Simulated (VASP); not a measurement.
Ge: single point with r2SCAN

Ge:

```xyz
2
Lattice="1.4352 -2.4854 0.0000 1.4352 2.4854 0.0000 0.0000 0.0000 5.2289" Properties=species:S:1:pos:R:3 pbc="T T T"
Ge    1.4352    0.0002    1.3072
Ge    1.4352   -0.0002    3.9217
```

```
Program                : VASP 6.6.1
Task                   : single point
Functional             : r2SCAN
Potentials or basis    : VASP PAW PBE potentials, release 64 (Ge_d)
Cutoff                 : 520 eV
k mesh                 : 10 × 10 × 6
Occupations            : fermi-dirac, width 0.05 eV
Spin                   : no spin polarisation
Dipole correction      : no
Further INCAR settings : ALGO = Normal; EDIFF = 1e-06; NBANDS = 21
```

* Pressure: -0.1 GPa
* Band gap on the k mesh: zero (band 14 reaches 14.56 eV, above the bottom of band 15 at 4.36 eV)

Stress tensor (GPa, compression positive):
```
-0.16  0.00  0.00
 0.00 -0.15  0.00
 0.00  0.00 -0.07
```

Levels at points of the mesh, in eV from the Fermi level:
| k point | band 12 | band 13 | band 14 | band 15 | band 16 | band 17 |
| --- | --- | --- | --- | --- | --- | --- |
| (0.00, 0.00, 0.00) | -9.47 | -6.26 | 7.91 | 8.38 | 8.39 | 11.13 |
| (0.50, 0.00, 0.00) | -5.99 | -3.71 | -2.49 | -2.29 | 3.89 | 4.09 |
| (0.50, 0.50, 0.00) | -5.99 | -3.71 | -2.48 | -2.29 | 3.89 | 4.08 |
| (0.00, 0.00, 0.50) | -12.54 | -0.30 | -0.30 | 9.73 | 9.73 | 9.73 |
| (0.50, 0.00, 0.50) | -7.36 | -4.68 | -4.68 | 4.18 | 4.18 | 5.40 |
| (0.50, 0.50, 0.50) | -7.35 | -4.68 | -4.68 | 4.18 | 4.18 | 5.40 |

It took 2.5 min on 1 thread of Intel(R) Xeon(R) Platinum 8488C (Sapphire Rapids), with other jobs on the host, peak memory 0.21 GiB.

Caveat: the PAW data sets were made with another functional, which shifts forces and pressure a little.
